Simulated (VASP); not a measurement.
Wanted: the native input for a VASP 6.6.1 run.

```
Task                   : single point
Functional             : PBE
Potentials or basis    : VASP PAW PBE potentials, release 64 (Bi_d, As)
Cutoff                 : 520 eV
k mesh                 : 6 × 6 × 6
Occupations            : gaussian, width 0.1 eV
Spin                   : no spin polarisation
Dipole correction      : no
Further INCAR settings : ALGO = Normal; EDIFF = 1e-06; NBANDS = 24
```

The structure of Bi2As lies in POSCAR:

```
Bi2As
1.0
   -1.8975311369      1.8975311369      5.7805549085
    1.8975311369     -1.8975311369      5.7805549085
    1.8975311369      1.8975311369     -5.7805549085
Bi As
2 1
Direct
    0.3579933535      0.3579933535      0.0000000000
    0.6420066465      0.6420066465      0.0000000000
    0.0000000000      0.0000000000      0.0000000000
```

These files were run (other wordings do the same):

INCAR

```
ALGO = Normal ; EDIFF = 1E-6
ENCUT = 520 ; GGA = PE
ISIF = 2 ; ISMEAR = 0
LASPH = T ; LCHARG = F
LREAL = F ; LWAVE = F
NBANDS = 24 ; NELM = 100
PREC = Accurate ; SIGMA = 0.1
```

KPOINTS

```
k-points
0
Gamma
  6 6 6
```

Potentials or basis: VASP PAW PBE potentials, release 64 (Bi_d, As).

Launch:

```console
$ cat potpaw_PBE.64/Bi_d/POTCAR potpaw_PBE.64/As/POTCAR > POTCAR
$ mpirun -np 1 vasp_std > vasp.out
```

Results of the run:

```yaml
Pressure: 0.1 GPa
Largest_force: 0.008 eV/Å
Band_gap_on_the_k_mesh: zero (an odd number of electrons rules out a gap without spin polarisation)
```

Caveat: spin-orbit coupling is left out, which moves the levels of the heavy elements.

Run time: 83 s on 1 thread of Intel(R) Xeon(R) Platinum 8259CL CPU @ 2.50GHz (Skylake/Cascade Lake), on a shared host, peak memory 0.33 GiB.
